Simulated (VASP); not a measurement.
Wanted: the native input for a VASP 6.6.1 run.

```yaml
Task: single point
Functional: PBEsol
Potentials_or_basis: VASP PAW PBE potentials, release 64 (N, Hf_pv, B)
Cutoff: 520 eV
k_mesh: 9 × 9 × 1
Occupations: gaussian, width 0.1 eV
Spin: no spin polarisation
Dipole_correction: yes
Further_INCAR_settings: ALGO = Normal; EDIFF = 1e-06; NBANDS = 33
```

The structure of Hf3BN3 lies in POSCAR:

```
Hf3BN3
1.0
    3.1830776028      0.0000000000      0.0000000000
   -1.5915388014      2.7566260662      0.0000000000
    0.0000000000      0.0000000000     25.4974299488
N Hf B
3 3 1
Direct
    0.3333333333      0.6666666667      0.3333669321
    0.0000000000      0.0000000000      0.4352976751
    0.6666666667      0.3333333333      0.5368018856
    0.6666666667      0.3333333333      0.3843323037
    0.3333333333      0.6666666667      0.4868980590
    0.0000000000      0.0000000000      0.5889510523
    0.3333333333      0.6666666667      0.6492784298
```

These files were run (other wordings do the same):

INCAR

```
SYSTEM = Hf3BN3
ALGO = Normal ; DIPOL = 0.5 0.5 0.488
EDIFF = 1E-6 ; ENCUT = 520
GGA = PS ; IDIPOL = 3
ISIF = 2 ; ISMEAR = 0
LASPH = .True. ; LCHARG = .True.
LDIPOL = .True. ; LELF = .True.
LREAL = .False. ; LVACPOTAV = .True.
LVHAR = .True. ; LWAVE = .False.
NBANDS = 33 ; NELM = 60
PREC = Accurate ; SIGMA = 0.1
```

KPOINTS

```
k-points
0
Gamma
  9 9 1
  0 0 0
```

Potentials or basis: VASP PAW PBE potentials, release 64 (N, Hf_pv, B).

Launch:

```sh
$ cat potpaw_PBE.64/N/POTCAR potpaw_PBE.64/Hf_pv/POTCAR potpaw_PBE.64/B/POTCAR > POTCAR
$ mpirun -np 1 vasp_std > vasp.out
```

It gave:

```
Largest force          : 7.035 eV/Å
Band gap on the k mesh : zero (bands 24 and 25 overlap by 0.55 eV)
```

Caveat: the PAW data sets were made with another functional, which shifts forces and pressure a little; spin-orbit coupling is left out, which moves the levels of the heavy elements.

Wall time 5.9 min on 1 thread of Intel Xeon 8259CL, with other jobs on the host, peak memory 0.37 GiB.
